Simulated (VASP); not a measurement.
# GaN (P6_3mc) in VASP: notebook, part 2 of 3

VASP 6.6.1. The steps go on from the part before.

## 5. Single point, r2SCAN (strain +0.030 along x and y, +0.015 along z)

File POSCAR:

```
GaN
1.0
    3.2753996503      0.0000000000      0.0000000000
   -1.6376998252      2.8365793047      0.0000000000
    0.0000000000      0.0000000000      5.2434900000
Ga N
2 2
Direct
    0.3333333333      0.6666666667      0.0000000000
    0.6666666667      0.3333333333      0.5000000000
    0.3333333333      0.6666666667      0.3750000000
    0.6666666667      0.3333333333      0.8750000000
```

File INCAR.step1:

```
SYSTEM = GaN
PREC = Accurate ; ENCUT = 520
ISMEAR = 0 ; SIGMA = 0.05
LREAL = .FALSE. ; LASPH = .TRUE.
NELM = 100 ; NBANDS = 26
GGA = PE ; ALGO = Normal
EDIFF = 1E-4 ; LWAVE = .TRUE.
LCHARG = .FALSE.
```

File INCAR.step2:

```
SYSTEM = GaN
PREC = Accurate ; ENCUT = 520
EDIFF = 1E-7 ; ISMEAR = 0
SIGMA = 0.05 ; LREAL = .FALSE.
LASPH = .TRUE. ; NELM = 100
ALGO = Normal ; ISIF = 2
LWAVE = .FALSE. ; LCHARG = .TRUE.
METAGGA = R2SCAN ; LMIXTAU = .TRUE.
LELF = .TRUE. ; LVHAR = .TRUE.
NBANDS = 26 ; ISTART = 1
```

File KPOINTS:

```
regular mesh
0
G
  12 12 6
  0 0 0
```

Potentials or basis: VASP PAW PBE potentials, release 64 (Ga_d, N).

On the command line:

```
> cat potpaw_PBE.64/Ga_d/POTCAR potpaw_PBE.64/N/POTCAR > POTCAR
> cp INCAR.step1 INCAR
> mpirun -np 1 vasp_std > vasp.out
> cp INCAR.step2 INCAR
> mpirun -np 1 vasp_std > vasp.out
```

OUTCAR:

```text
SYSTEM = GaN
   PREC = Accurate
   ENCUT = 520
   EDIFF = 1E-7
   ISMEAR = 0
   LREAL = .FALSE.
   LASPH = .TRUE.
   NELM = 100
   ISIF = 2
   METAGGA = R2SCAN
   ISTART = 1

 ion  position               nearest neighbor table
   1  0.333  0.667  0.000-   3 1.97   4 2.00   4 2.00   4 2.00
   2  0.667  0.333  0.500-   4 1.97   3 2.00   3 2.00   3 2.00
   3  0.333  0.667  0.375-   1 1.97   2 2.00   2 2.00   2 2.00
   4  0.667  0.333  0.875-   2 1.97   1 2.00   1 2.00   1 2.00

  LATTYP: Found a hexagonal cell.
 ALAT       =     3.2753996503
 C/A-ratio  =     1.6008702937

  Lattice vectors:

 A1 = (   3.2753996503,   0.0000000000,   0.0000000000)
 A2 = (  -1.6376998252,   2.8365793047,   0.0000000000)
 A3 = (   0.0000000000,   0.0000000000,   5.2434900000)

Analysis of symmetry for initial positions (statically):
=====================================================================
 Subroutine PRICEL returns:
 Original cell was already a primitive cell.

 Routine SETGRP: Setting up the symmetry group for a
 hexagonal supercell.

 Subroutine GETGRP returns: Found 12 space group operations
 (whereof  6 operations were pure point group operations)
 out of a pool of 24 trial point group operations.

The static configuration has the point symmetry C_3v.
 The point group associated with its full space group is C_6v.

Analysis of symmetry for dynamics (positions and initial velocities):
=====================================================================
 Subroutine PRICEL returns:
 Original cell was already a primitive cell.

 Routine SETGRP: Setting up the symmetry group for a
 hexagonal supercell.

 Subroutine GETGRP returns: Found 12 space group operations
 (whereof  6 operations were pure point group operations)
 out of a pool of 24 trial point group operations.

The dynamic configuration has the point symmetry C_3v.
 The point group associated with its full space group is C_6v.

 Subroutine INISYM returns: Found 12 space group operations
 (whereof  6 operations are pure point group operations),
 and found     1 'primitive' translations

----------------------------------------------------------------------------------------

                                     Primitive cell

  volume of cell :      48.7169

  direct lattice vectors                    reciprocal lattice vectors
     3.275399650  0.000000000  0.000000000     0.305306255  0.176268648  0.000000000
    -1.637699825  2.836579305  0.000000000     0.000000000  0.352537297  0.000000000
     0.000000000  0.000000000  5.243490000     0.000000000  0.000000000  0.190712674

  length of vectors
     3.275399650  3.275399650  5.243490000     0.352537297  0.352537297  0.190712674

  position of ions in fractional coordinates (direct lattice)
     0.333333333  0.666666667  0.000000000
     0.666666667  0.333333333  0.500000000
     0.333333333  0.666666667  0.375000000
     0.666666667  0.333333333  0.875000000

  ion indices of the primitive-cell ions
   primitive index   ion index
                 1           1
                 2           2
                 3           3
                 4           4

----------------------------------------------------------------------------------------

 KPOINTS: regular mesh

Automatic generation of k-mesh.
 Grid dimensions read from file:
 generate k-points for:   12   12    6

 Generating k-lattice:

  Cartesian coordinates                     Fractional coordinates (reciprocal lattice)
     0.025442188  0.014689054  0.000000000     0.083333333  0.000000000  0.000000000
     0.000000000  0.029378108  0.000000000     0.000000000  0.083333333  0.000000000
     0.000000000  0.000000000  0.031785446     0.000000000  0.000000000  0.166666667

  Length of vectors
     0.029378108  0.029378108  0.031785446

  Shift w.r.t. Gamma in fractional coordinates (k-lattice)
     0.000000000  0.000000000  0.000000000

 Subroutine IBZKPT returns following result:
 ===========================================

 Found     76 irreducible k-points:

 Following reciprocal coordinates:
            Coordinates               Weight
  0.000000  0.000000  0.000000      1.000000
  0.083333  0.000000  0.000000      6.000000
  0.166667  0.000000  0.000000      6.000000
  0.250000  0.000000  0.000000      6.000000
  0.333333  0.000000  0.000000      6.000000
  0.416667  0.000000  0.000000      6.000000
[... 16 lines left out ...]
  0.250000  0.000000  0.166667     12.000000
  0.333333  0.000000  0.166667     12.000000
 [... further k-points ...]
   k-points           NKPTS =     76   k-points in BZ     NKDIM =     76   number of bands    NBANDS=     26
   number of dos      NEDOS =    301   number of ions     NIONS =      4
   total plane-waves  NPLWV =  23040
   dimension x,y,z NGX =    24 NGY =   24 NGZ =   40
   dimension x,y,z NGXF=    48 NGYF=   48 NGZF=   80
   ions per type =               2   2
   NGX,Y,Z   is equivalent  to a cutoff of  12.18, 12.18, 12.68 a.u.
   NGXF,Y,Z  is equivalent  to a cutoff of  24.36, 24.36, 25.36 a.u.
 SYSTEM =  GaN
   PREC   = accura    normal or accurate (medium, high low for compatibility)
   ISTART =      1    job   : 0-new  1-cont  2-samecut
   ICHARG =      0    charge: 1-file 2-atom 10-const
   ISPIN  =      1    spin polarized calculation?
   LNONCOLLINEAR =      F non collinear calculations
   LSORBIT =      F    spin-orbit coupling
   LASPH  =      T    aspherical Exc in radial PAW
   ENCUT  =  520.0 eV  38.22 Ry    6.18 a.u.   6.09  6.09  9.75*2*pi/ulx,y,z
   NELM   =    100;   NELMIN=  2; NELMDL=  0     # of ELM steps
   EDIFF  = 0.1E-06   stopping-criterion for ELM
   LREAL  =      F    real-space projection
   EDIFFG = 0.1E-05   stopping-criterion for IOM
   NSW    =      0    number of steps for IOM
   IBRION =     -1    ionic relax: 0-MD 1-quasi-New 2-CG
   NFREE  =      0    steps in history (QN), initial steepest desc. (CG)
   ISIF   =      2    stress and relaxation
   ISYM   =      2    0-nonsym 1-usesym 2-fastsym
   POTIM  = 0.5000    time-step for ionic-motion
   TEBEG  =    0.0;   TEEND  =   0.0 temperature during run
   PSTRESS=    0.0 pullay stress
   NELECT =      36.0000    total number of electrons
   NUPDOWN=      -1.0000    fix difference up-down
   EMIN   =  10.00;   EMAX   =-10.00  energy-range for DOS
   EFERMI =   0.00;   METHOD = LEGACY
   ISMEAR =     0;   SIGMA  =   0.05  broadening in eV -4-tet -1-fermi 0-gaus
   EFERMI_NEDOS =   21; number of points for ismear=-14 and -15
   IALGO  =     38    algorithm
   IMIX   =      4    mixing-type and parameters
     AMIX     =   0.40;   BMIX     =  1.00
     AMIX_MAG =   1.60;   BMIX_MAG =  1.00
  volume/ion in A,a.u.               =      12.18        82.19
  Fermi-wavevector in a.u.,A,eV,Ry     =   1.480071  2.796928 29.805046  2.190609
  Thomas-Fermi vector in A             =   2.594150
   LORBIT       =      0    0 simple, 1 ext, 2 COOP (PROOUT), +10 PAW based schemes
   METAGGA = R2SCAN    functional components
   LHFCALC =     F    Hartree Fock is set to
   AEXX    =    0.0000 exact exchange contribution
   IVDW    =     0    specifies the selected vdW correction
   LEPSILON=     F    determine dielectric tensor
   LRPA    =     F    only Hartree local field effects (RPA)
 non-spin polarized calculation
 Gauss-broadening in eV      SIGMA  =   0.05
  energy-cutoff  :      520.00
  volume of cell :       48.72
 maximum number of plane-waves:      1329
   NGX = 13   NGY = 13   NGZ = 19

 number of electron      35.9999996 magnetization

 Free energy of the ion-electron system (eV)
  ---------------------------------------------------
  ext. energy  EPLUGINS =         0.00000000
  ---------------------------------------------------
  free energy    TOTEN  =       -43.70503040 eV

  energy without entropy =      -43.70503040  energy(sigma->0) =      -43.70503040

 E-fermi :   4.6151     XC(G=0): -12.2627

 val. band max:        4.3758091812   @ k =   0.0000   0.0000   0.0000
 cond. band min:       6.2652284624   @ k =   0.0000   0.0000   0.0000
 fundamental gap:      1.8894192812
 Fermi energy:         4.6151266812

 k-point     1 :       0.0000    0.0000    0.0000
  band No.  band energies     occupation
      1     -11.8636      2.00000
      2     -11.0525      2.00000
      3      -9.4228      2.00000
      4      -9.4015      2.00000
      5      -9.4014      2.00000
      6      -9.3425      2.00000
[... 685 lines left out ...]
     25      16.1120      0.00000
     26      17.7131      0.00000

 [... further k-points ...]

------------------------ aborting loop because EDIFF is reached ----------------------------------------

  FORCE on cell =-STRESS in cart. coord.  units (eV):
  Direction    XX          YY          ZZ          XY          YZ          ZX
  --------------------------------------------------------------------------------------
  -------------------------------------------------------------------------------------
  Total       -3.9073411     -3.9073411     -1.9209070      0.0000000      0.0000000      0.0000000
  in kB     -128.5026945   -128.5026945    -63.1738363      0.0000000      0.0000000      0.0000000
  external PRESSURE =    -106.7264085 kB  Pullay stress =       0.0000000 kB

 VOLUME and BASIS-vectors are now :
 -----------------------------------------------------------------------------
  energy-cutoff  :      520.00
  volume of cell :       48.72
      direct lattice vectors                 reciprocal lattice vectors
     3.275399650  0.000000000  0.000000000     0.305306255  0.176268648  0.000000000
    -1.637699825  2.836579305  0.000000000     0.000000000  0.352537297  0.000000000
     0.000000000  0.000000000  5.243490000     0.000000000  0.000000000  0.190712674

 POSITION                                       TOTAL-FORCE (eV/Angst)
 -----------------------------------------------------------------------------------
     -0.00000      1.89105      0.00000         0.000000     -0.000000     -0.228692
      1.63770      0.94553      2.62175        -0.000000      0.000000     -0.228692
     -0.00000      1.89105      1.96631         0.000000     -0.000000      0.228692
      1.63770      0.94553      4.58805        -0.000000     -0.000000      0.228692
 -----------------------------------------------------------------------------------
    total drift:                                0.000002      0.000003      0.038757

  FREE ENERGIE OF THE ION-ELECTRON SYSTEM (eV)
  ---------------------------------------------------
  free  energy   TOTEN  =       -43.7050304003 eV

  energy  without entropy=      -43.7050304003  energy(sigma->0) =      -43.70503040
```

Wall time 11 min (1 thread of AMD EPYC 7R13, shared host); peak memory 0.2 GiB.

What came out:

* Free energy: -43.7050 eV
* Pressure: -10.7 GPa
* Largest force: 0.229 eV/Å
* Band gap on the k mesh: 1.89 eV

Forces on the atoms (eV/Å):
```
Ga   0.000  0.000 -0.229
Ga   0.000  0.000 -0.229
N    0.000  0.000  0.229
N    0.000  0.000  0.229
```

Levels at points of the mesh, in eV from the valence-band top:
| k point | band 15 | band 16 | band 17 | band 18 | band 19 | band 20 | band 21 | band 22 |
| --- | --- | --- | --- | --- | --- | --- | --- | --- |
| (0.00, 0.00, 0.00) | -1.05 | -0.02 | 0.00 | 0.00 | 1.89 | 4.22 | 9.66 | 10.04 |
| (0.50, 0.00, 0.00) | -4.03 | -2.65 | -2.08 | -0.90 | 5.26 | 5.69 | 6.47 | 8.82 |
| (0.00, 0.00, 0.50) | -0.54 | -0.54 | -0.54 | -0.54 | 4.26 | 4.26 | 8.90 | 8.90 |
| (0.50, 0.00, 0.50) | -1.85 | -1.85 | -1.77 | -1.77 | 4.68 | 4.68 | 8.03 | 8.03 |

Caveat: the cell differs from its parent crystal (strain +0.030 along x and y, +0.015 along z); the cell stands under tension; the PAW data sets were made with another functional, which shifts forces and pressure a little.

(Continued in part 3 of 3.)
